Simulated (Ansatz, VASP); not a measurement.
**TiC3 in VASP and in Ansatz**

The input INCAR:

```
ALGO     = Normal         # electronic algorithm
EDIFF    = 1E-6           # SCF threshold, eV
EDIFFG   = -0.01          # ionic threshold
ENCUT    = 600            # plane-wave cutoff, eV
GGA      = PE             # functional
IBRION   = 2              # ionic algorithm
ISIF     = 3              # what is computed and relaxed
ISMEAR   = 0              # smearing method
LASPH    = T              # aspherical terms in the spheres
LCHARG   = F              # write CHGCAR
LREAL    = F              # projectors in reciprocal space
LWAVE    = F              # write WAVECAR
NELM     = 80             # most SCF steps
NSW      = 100            # ionic steps
PREC     = Accurate       # precision mode
SIGMA    = 0.1            # smearing width, eV
```

Contents of KPOINTS:

```
k-points
0
Gamma
  12 12 12
```

The input POSCAR:

```
TiC3
1.0
    3.7795787637      0.0000000000      0.0000000000
   -1.8897893819      3.2732112250      0.0000000000
    0.0000000000      0.0000000000      4.0421377668
Ti C
1 3
Direct
    0.0000000000      0.0000000000      0.0000000000
    0.0000000000      0.0000000000      0.5000000000
    0.3333333333      0.6666666667      0.0000000000
    0.6666666667      0.3333333333      0.0000000000
```

Input for Ansatz:

```yaml
crystal:
  lattice:
    - [3.7795787637, 0.0, 0.0]
    - [-1.8897893819, 3.273211225, 0.0]
    - [0.0, 0.0, 4.0421377668]
  atoms:
    - { symbol: Ti, position: [0.0, 0.0, 0.0] }
    - { symbol: C, position: [0.0, 0.0, 0.5] }
    - { symbol: C, position: [0.3333333333, 0.6666666667, 0.0] }
    - { symbol: C, position: [0.6666666667, 0.3333333333, 0.0] }
basis:
  ecutwfc: 420
kpoints:
  mp_grid: { grid: [12, 12, 12] }
hamiltonian:
  xc: pbe
scf:
  occupations: { method: gaussian, width: 0.1 }
output:
  forces: true
  stress: true
  eigenvalues: true
  write_density: true
  write_potential: true
  elf: true
  volumetric_format: npy
relax:
  adjacent_minimum: "off"
  f_tol: 0.01
  max_steps: 80
  cell: { stress_tol: 0.05 }
```

Alike in both runs: task relaxation of cell and atoms; functional PBE; k mesh 12 × 12 × 12; occupations gaussian, width 0.1 eV; no spin polarisation.

```csv
,VASP,Ansatz
version,VASP 6.6.1,Ansatz 0.2.0
potentials or method,"VASP PAW PBE potentials, release 64 (Ti_sv, C), cutoff 600 eV","scalar-relativistic, plane waves, PAW"
valence electrons in the cell,24,24
```

Ansatz gave:

| Property | Result |
| --- | --- |
| gap on the k mesh at the Fermi level, each at its own relaxed structure (eV) | none |
| relaxed volume (Å³/atom) | 12.50 |
| relaxed cell length with the largest relative difference (Å) | 4.055 |

Q: Estimate VASP's values.

A: gap on the k mesh at the Fermi level, each at its own relaxed structure (eV): none; relaxed volume (Å³/atom): 12.48; relaxed cell length with the largest relative difference (Å): 4.052.

A gap of «none» marks a metal or a gap that the smearing closes.
